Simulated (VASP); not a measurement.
# Ni (Fm-3m) in VASP: further runs

Ni is run at these levels: PBE; tasks: single point, relaxation of cell and atoms.

Everything below comes from runs of VASP 6.6.1. Logs are shortened: lines on timing, memory, paths and dates and some standing lists are left out, and cuts for length are marked.

### Step 1. The cell of the first run

Symmetry: Fm-3m, No. 225, cubic system. The conventional cell has a = 3.511 Å, b = 3.511 Å, c = 3.511 Å, α = 90.00°, β = 90.00°, γ = 90.00°. Ni (site symmetry m-3m) has 12 Ni at 2.48 Å within 3.3 Å.

### Step 2. Single point, PBE

The input, INCAR:

```
SYSTEM = Ni
PREC     = Accurate       ! precision mode
ENCUT    = 600            ! plane-wave cutoff, eV
EDIFF    = 1E-6           ! SCF threshold, eV
ISMEAR   = 1              ! smearing method
SIGMA    = 0.1            ! smearing width, eV
LREAL    = .False.        ! projectors in reciprocal space
LASPH    = .True.         ! aspherical terms in the spheres
NELM     = 120            ! most SCF steps
ALGO     = Normal         ! electronic algorithm
ISIF     = 2              ! what is computed and relaxed
LWAVE    = .False.        ! write WAVECAR
LCHARG   = .False.        ! write CHGCAR
GGA      = PE             ! functional
NBANDS   = 11             ! bands
GGA_COMPAT= .False.
```

The input, KPOINTS:

```
Automatic mesh
0
Gamma
  19 19 19
  0 0 0
```

The input, POSCAR:

```
Ni
1.0
    0.0000000000      1.7557348615      1.7557348615
    1.7557348615      0.0000000000      1.7557348615
    1.7557348615      1.7557348615      0.0000000000
Ni
1
Direct
    0.0000000000      0.0000000000      0.0000000000
```

Potentials or basis: VASP PAW PBE potentials, release 64 (Ni).

Started as:

```sh
cat potpaw_PBE.64/Ni/POTCAR > POTCAR
mpirun -np 1 vasp_std > vasp.out
```

OUTCAR:

```text
SYSTEM = Ni
   PREC = Accurate
   ENCUT = 600
   EDIFF = 1E-6
   ISMEAR = 1
   LREAL = .False.
   LASPH = .True.
   NELM = 120
   ISIF = 2
   GGA = PE

 ion  position               nearest neighbor table
   1  0.000  0.000  0.000-

  LATTYP: Found a face centered cubic cell.
 ALAT       =     3.5114697230

  Lattice vectors:

 A1 = (   0.0000000000,   1.7557348615,   1.7557348615)
 A2 = (   1.7557348615,   0.0000000000,   1.7557348615)
 A3 = (   1.7557348615,   1.7557348615,   0.0000000000)

Analysis of symmetry for initial positions (statically):
[... 5 lines left out ...]
 face centered cubic supercell.

 Subroutine GETGRP returns: Found 48 space group operations
 (whereof 48 operations were pure point group operations)
 out of a pool of 48 trial point group operations.

The static configuration has the point symmetry O_h .

Analysis of symmetry for dynamics (positions and initial velocities):
[... 5 lines left out ...]
 face centered cubic supercell.

 Subroutine GETGRP returns: Found 48 space group operations
 (whereof 48 operations were pure point group operations)
 out of a pool of 48 trial point group operations.

The dynamic configuration has the point symmetry O_h .

 Subroutine INISYM returns: Found 48 space group operations
 (whereof 48 operations are pure point group operations),
 and found     1 'primitive' translations

----------------------------------------------------------------------------------------

                                     Primitive cell

  volume of cell :      10.8245

  direct lattice vectors                    reciprocal lattice vectors
     0.000000000  1.755734861  1.755734861    -0.284781040  0.284781040  0.284781040
     1.755734861  0.000000000  1.755734861     0.284781040 -0.284781040  0.284781040
     1.755734861  1.755734861  0.000000000     0.284781040  0.284781040 -0.284781040

  length of vectors
     2.482984053  2.482984053  2.482984053     0.493255230  0.493255230  0.493255230

  position of ions in fractional coordinates (direct lattice)
     0.000000000  0.000000000  0.000000000

  ion indices of the primitive-cell ions
   primitive index   ion index
                 1           1

----------------------------------------------------------------------------------------

 KPOINTS: Automatic mesh

Automatic generation of k-mesh.
 Grid dimensions read from file:
 generate k-points for:   19   19   19

 Generating k-lattice:

  Cartesian coordinates                     Fractional coordinates (reciprocal lattice)
    -0.014988476  0.014988476  0.014988476     0.052631579  0.000000000  0.000000000
     0.014988476 -0.014988476  0.014988476     0.000000000  0.052631579  0.000000000
     0.014988476  0.014988476 -0.014988476     0.000000000  0.000000000  0.052631579

  Length of vectors
     0.025960802  0.025960802  0.025960802

  Shift w.r.t. Gamma in fractional coordinates (k-lattice)
     0.000000000  0.000000000  0.000000000

 Subroutine IBZKPT returns following result:
 ===========================================

 Found    220 irreducible k-points:

 Following reciprocal coordinates:
            Coordinates               Weight
  0.000000  0.000000  0.000000      1.000000
  0.052632  0.000000  0.000000      8.000000
  0.105263  0.000000  0.000000      8.000000
  0.157895  0.000000  0.000000      8.000000
  0.210526  0.000000  0.000000      8.000000
  0.263158  0.000000  0.000000      8.000000
[... 16 lines left out ...]
 -0.315789  0.052632  0.000000     24.000000
 -0.263158  0.052632  0.000000     24.000000
 [... further k-points ...]
   k-points           NKPTS =    220   k-points in BZ     NKDIM =    220   number of bands    NBANDS=     11
   number of dos      NEDOS =    301   number of ions     NIONS =      1
   total plane-waves  NPLWV =   8000
   dimension x,y,z NGX =    20 NGY =   20 NGZ =   20
   dimension x,y,z NGXF=    40 NGYF=   40 NGZF=   40
   ions per type =               1
   NGX,Y,Z   is equivalent  to a cutoff of  13.39, 13.39, 13.39 a.u.
   NGXF,Y,Z  is equivalent  to a cutoff of  26.78, 26.78, 26.78 a.u.
 SYSTEM =  Ni
   PREC   = accura    normal or accurate (medium, high low for compatibility)
   ISTART =      0    job   : 0-new  1-cont  2-samecut
   ICHARG =      2    charge: 1-file 2-atom 10-const
   ISPIN  =      1    spin polarized calculation?
   LNONCOLLINEAR =      F non collinear calculations
   LSORBIT =      F    spin-orbit coupling
   LASPH  =      T    aspherical Exc in radial PAW
   ENCUT  =  600.0 eV  44.10 Ry    6.64 a.u.   4.96  4.96  4.96*2*pi/ulx,y,z
   NELM   =    120;   NELMIN=  2; NELMDL= -5     # of ELM steps
   EDIFF  = 0.1E-05   stopping-criterion for ELM
   LREAL  =      F    real-space projection
   EDIFFG = 0.1E-04   stopping-criterion for IOM
   NSW    =      0    number of steps for IOM
   IBRION =     -1    ionic relax: 0-MD 1-quasi-New 2-CG
   NFREE  =      0    steps in history (QN), initial steepest desc. (CG)
   ISIF   =      2    stress and relaxation
   ISYM   =      2    0-nonsym 1-usesym 2-fastsym
   POTIM  = 0.5000    time-step for ionic-motion
   TEBEG  =    0.0;   TEEND  =   0.0 temperature during run
   PSTRESS=    0.0 pullay stress
   NELECT =      10.0000    total number of electrons
   NUPDOWN=      -1.0000    fix difference up-down
   EMIN   =  10.00;   EMAX   =-10.00  energy-range for DOS
   EFERMI =   0.00;   METHOD = LEGACY
   ISMEAR =     1;   SIGMA  =   0.10  broadening in eV -4-tet -1-fermi 0-gaus
   EFERMI_NEDOS =   21; number of points for ismear=-14 and -15
   IALGO  =     38    algorithm
   IMIX   =      4    mixing-type and parameters
     AMIX     =   0.40;   BMIX     =  1.00
     AMIX_MAG =   1.60;   BMIX_MAG =  1.00
  volume/ion in A,a.u.               =      10.82        73.05
  Fermi-wavevector in a.u.,A,eV,Ry     =   1.594432  3.013039 34.588897  2.542212
  Thomas-Fermi vector in A             =   2.692507
   LORBIT       =      0    0 simple, 1 ext, 2 COOP (PROOUT), +10 PAW based schemes
   GGA     = PE    functional components
   LHFCALC =     F    Hartree Fock is set to
   AEXX    =    0.0000 exact exchange contribution
   IVDW    =     0    specifies the selected vdW correction
   LEPSILON=     F    determine dielectric tensor
   LRPA    =     F    only Hartree local field effects (RPA)
 non-spin polarized calculation
 Methfessel and Paxton  Order N= 1 SIGMA  =   0.10
  energy-cutoff  :      600.00
  volume of cell :       10.82
 maximum number of plane-waves:       372
   NGX =  9   NGY =  9   NGZ =  9

 number of electron      10.0000008 magnetization

 Free energy of the ion-electron system (eV)
  ---------------------------------------------------
  ext. energy  EPLUGINS =         0.00000000
  ---------------------------------------------------
  free energy    TOTEN  =        -5.40991357 eV

  energy without entropy =       -5.40652627  energy(sigma->0) =       -5.40878447

 E-fermi :   9.2439     XC(G=0): -13.2842

 val. band max:        9.2415309244   @ k =  -0.4737   0.4737   0.0000
 cond. band min:       9.2457155574   @ k =  -0.3684   0.3684   0.1053
 fundamental gap:      0.0041846330
 Fermi energy:         9.2439017046

 k-point     1 :       0.0000    0.0000    0.0000
  band No.  band energies     occupation
      1       0.3851      2.00000
      2       7.3938      2.00000
      3       7.3938      2.00000
      4       7.3938      2.00000
      5       8.4994      2.00000
      6       8.4994      2.00000
      7      33.1333      0.00000
      8      37.1072      0.00000
      9      37.1072      0.00000
     10      37.1072      0.00000
     11      40.1252      0.00000

 k-point     2 :       0.0526    0.0000    0.0000
  band No.  band energies     occupation
      1       0.4942      2.00000
      2       7.3636      2.00000
      3       7.4189      2.00000
      4       7.4189      2.00000
      5       8.4885      2.00000
      6       8.4885      2.00000
      7      32.8224      0.00000
      8      35.6475      0.00000
      9      36.8499      0.00000
     10      36.8499      0.00000
     11      40.5058      0.00000

 k-point     3 :       0.1053    0.0000    0.0000
  band No.  band energies     occupation
      1       0.8172      2.00000
      2       7.2802      2.00000
      3       7.4852      2.00000
      4       7.4852      2.00000
      5       8.4643      2.00000
      6       8.4643      2.00000
      7      31.2436      0.00000
      8      34.3946      0.00000
      9      36.3202      0.00000
     10      36.3202      0.00000
     11      41.2322      0.00000

 k-point     4 :       0.1579    0.0000    0.0000
  band No.  band energies     occupation
      1       1.3408      2.00000
      2       7.1659      2.00000
      3       7.5635      2.00000
      4       7.5635      2.00000
      5       8.4552      2.00000
      6       8.4552      2.00000
      7      28.6786      0.00000
      8      33.9701      0.00000
      9      35.7748      0.00000
     10      35.7748      0.00000
     11      41.1730      0.00000

 k-point     5 :       0.2105    0.0000    0.0000
  band No.  band energies     occupation
      1       2.0368      2.00000
      2       7.0581      2.00000
      3       7.6070      2.00000
      4       7.6070      2.00000
      5       8.5049      2.00000
      6       8.5049      2.00000
      7      25.9773      0.00000
      8      33.5951      0.00000
      9      35.3008      0.00000
     10      35.3008      0.00000
     11      41.3085      0.00000

 k-point     6 :       0.2632    0.0000    0.0000
  band No.  band energies     occupation
      1       2.8493      2.00000
      2       7.0178      2.00000
      3       7.5874      2.00000
      4       7.5874      2.00000
      5       8.6352      2.00000
      6       8.6352      2.00000
      7      23.3524      0.00000
      8      33.1267      0.00000
      9      34.9201      0.00000
     10      34.9201      0.00000
     11      40.2811      0.00000

 k-point     7 :       0.3158    0.0000    0.0000
  band No.  band energies     occupation
      1       3.6667      2.00000
      2       7.1473      2.00000
      3       7.5231      2.00000
      4       7.5231      2.00000
      5       8.8170      2.00000
      6       8.8170      2.00000
      7      20.8794      0.00000
      8      32.6214      0.00000
      9      34.6340      0.00000
     10      34.6340      0.00000
     11      39.1342      0.00000

 k-point     8 :       0.3684    0.0000    0.0000
  band No.  band energies     occupation
      1       4.3106      2.00000
      2       7.4478      2.00000
      3       7.4478      2.00000
      4       7.5855      2.00000
      5       9.0020      2.00330
      6       9.0020      2.00330
      7      18.6308      0.00000
      8      32.1663      0.00000
      9      34.4363      0.00000
     10      34.4363      0.00000
     11      38.1827      0.00000
[... 141 lines left out ...]
 k-point    19 :       0.4737    0.0526    0.0000
  band No.  band energies     occupation
      1       4.8383      2.00000
      2       7.3043      2.00000
      3       7.4043      2.00000
      4       8.3475      2.00000
      5       9.2400      1.06587
      6       9.7494     -0.00000
      7      15.8586      0.00000
      8      31.2187      0.00000
      9      33.1260      0.00000
     10      33.6756      0.00000
     11      38.1095      0.00000

 k-point    20 :      -0.4737    0.0526    0.0000
  band No.  band energies     occupation
      1       4.8772      2.00000
      2       7.2972      2.00000
      3       7.3877      2.00000
      4       8.5037      2.00000
      5       9.2267      1.28677
      6       9.9497     -0.00000
      7      15.3999      0.00000
      8      31.0558      0.00000
      9      33.3013      0.00000
     10      33.6030      0.00000
     11      37.8853      0.00000

 k-point    21 :      -0.4211    0.0526    0.0000
  band No.  band energies     occupation
      1       4.7967      2.00000
      2       7.3277      2.00000
      3       7.4060      2.00000
      4       8.2334      2.00000
      5       9.1314      2.06742
      6       9.6710     -0.00000
      7      16.2774      0.00000
      8      30.9923      0.00000
      9      33.2223      0.00000
     10      34.3003      0.00000
     11      37.5508      0.00000

 k-point    22 :      -0.3684    0.0526    0.0000
  band No.  band energies     occupation
      1       4.5330      2.00000
      2       7.3897      2.00000
      3       7.4569      2.00000
      4       7.6519      2.00000
      5       8.9681      2.00068
      6       9.3484     -0.05840
      7      18.0071      0.00000
      8      31.0295      0.00000
      9      33.4264      0.00000
     10      35.1783      0.00000
     11      37.4304      0.00000

 k-point    23 :      -0.3158    0.0526    0.0000
  band No.  band energies     occupation
      1       3.9879      2.00000
      2       7.1727      2.00000
      3       7.4724      2.00000
      4       7.5307      2.00000
      5       8.7635      2.00000
      6       9.0983      2.05914
      7      20.1661      0.00000
      8      31.1731      0.00000
      9      33.8640      0.00000
     10      36.0785      0.00000
     11      37.6550      0.00000

 k-point    24 :      -0.2632    0.0526    0.0000
  band No.  band energies     occupation
      1       3.2120      2.00000
      2       6.9838      2.00000
      3       7.5529      2.00000
      4       7.6073      2.00000
      5       8.5563      2.00000
      6       8.8779      2.00000
      7      22.5784      0.00000
      8      31.4249      0.00000
      9      34.4521      0.00000
     10      36.6703      0.00000
     11      38.5089      0.00000

 [... further k-points ...]
[... 5 lines left out ...]
  --------------------------------------------------------------------------------------
  -------------------------------------------------------------------------------------
  Total       -0.0100922     -0.0100922     -0.0100922      0.0000000      0.0000000      0.0000000
  in kB       -1.4937929     -1.4937929     -1.4937929      0.0000000      0.0000000      0.0000000
  external PRESSURE =      -1.4937929 kB  Pullay stress =       0.0000000 kB

 VOLUME and BASIS-vectors are now :
 -----------------------------------------------------------------------------
  energy-cutoff  :      600.00
  volume of cell :       10.82
      direct lattice vectors                 reciprocal lattice vectors
     0.000000000  1.755734861  1.755734861    -0.284781040  0.284781040  0.284781040
     1.755734861  0.000000000  1.755734861     0.284781040 -0.284781040  0.284781040
     1.755734861  1.755734861  0.000000000     0.284781040  0.284781040 -0.284781040

 POSITION                                       TOTAL-FORCE (eV/Angst)
 -----------------------------------------------------------------------------------
      0.00000      0.00000      0.00000         0.000000      0.000000      0.000000
 -----------------------------------------------------------------------------------
    total drift:                                0.000000      0.000000      0.000000

  FREE ENERGIE OF THE ION-ELECTRON SYSTEM (eV)
  ---------------------------------------------------
  free  energy   TOTEN  =        -5.4099135730 eV

  energy  without entropy=       -5.4065262662  energy(sigma->0) =       -5.40878447
```

Wall time 25 s (1 thread of Intel Xeon Platinum 8488C (Sapphire Rapids), shared host); peak memory 0.14 GiB.

What came out:

| Item | Value |
| --- | --- |
| Free energy | -5.4099 eV |
| Pressure | -0.1 GPa |
| Band gap on the k mesh | zero (band 5 reaches 9.41 eV, above the bottom of band 6 at 8.46 eV) |

Caveat: the run has no spin polarisation, though such a crystal can be magnetic.

### Step 3. Relaxation of cell and atoms, PBE

This run uses another cell than the first one, of 10.49 Å³/atom, 0.969 times its volume.

The input, INCAR:

```
SYSTEM = Ni
PREC     = Accurate       ! precision mode
ENCUT    = 600            ! plane-wave cutoff, eV
EDIFF    = 1E-7           ! SCF threshold, eV
ISMEAR   = 1              ! smearing method
SIGMA    = 0.1            ! smearing width, eV
LREAL    = .FALSE.        ! projectors in reciprocal space
LASPH    = .TRUE.         ! aspherical terms in the spheres
NELM     = 120            ! most SCF steps
ALGO     = Normal         ! electronic algorithm
ISIF     = 3              ! what is computed and relaxed
LWAVE    = .FALSE.        ! write WAVECAR
LCHARG   = .FALSE.        ! write CHGCAR
GGA      = PE             ! functional
IBRION   = 2              ! ionic algorithm
NSW      = 80             ! ionic steps
EDIFFG   = -0.005         ! ionic threshold
GGA_COMPAT= .FALSE.      
NELMIN   = 4
```

The input, KPOINTS:

```
Automatic mesh
0
G
  19 19 19
  0 0 0
```

The input, POSCAR:

```
Ni
1.0
    0.0000000000      1.7375729000      1.7375729000
    1.7375729000      0.0000000000      1.7375729000
    1.7375729000      1.7375729000      0.0000000000
Ni
1
Direct
    0.0000000000      0.0000000000      0.0000000000
```

Potentials or basis: VASP PAW PBE potentials, release 64 (Ni).

Started as:

```sh
cat potpaw_PBE.64/Ni/POTCAR > POTCAR
mpirun -np 1 vasp_std > vasp.out
```

It took 51 s on 1 thread of Intel Xeon Platinum 8488C (Sapphire Rapids), shared host; peak memory 0.15 GiB.

The run converged. Its results:

```yaml
Free_energy: -5.4097 eV
Relaxed_volume: 10.81 Å³/atom
Relaxed_cell: a = 2.482 Å, b = 2.482 Å, c = 2.482 Å, α = 60.00°, β = 60.00°, γ = 60.00°
Space_group_after_relaxing_to_0.05_Å: Fm-3m (No. 225)
Energy_gained_by_relaxing: 6.4 meV/atom
Ionic_steps: 3
Pressure_after_relaxing: 0.0 GPa
Band_gap_on_the_k_mesh: zero (band 5 reaches 9.43 eV, above the bottom of band 6 at 8.47 eV)
```

Step by step:
```
step  energy change (eV)  largest force (eV/Å)  pressure (GPa)  volume (Å³)
   1              0.0000                0.0000            6.54        10.49
   2              0.0000                0.0000           -5.76        11.16
   3             -0.0064                0.0000           -0.01        10.81
```

Final structure:
```
Ni
1.0
     0.00000    1.75522    1.75522
     1.75522    0.00000    1.75522
     1.75522    1.75522    0.00000
Ni
1
Direct
  0.00000 0.00000 0.00000
```

Levels at points of the mesh, in eV from the Fermi level:
```
           k point  band 2  band 3  band 4  band 5  band 6  band 7  band 8  band 9
(0.00, 0.00, 0.00)   -1.85   -1.85   -1.85   -0.75   -0.75   23.90   27.88   27.88
```

Caveat: the run has no spin polarisation, though such a crystal can be magnetic. Spin polarisation is off, so any magnetic state and its effect on volume and gap are missing.
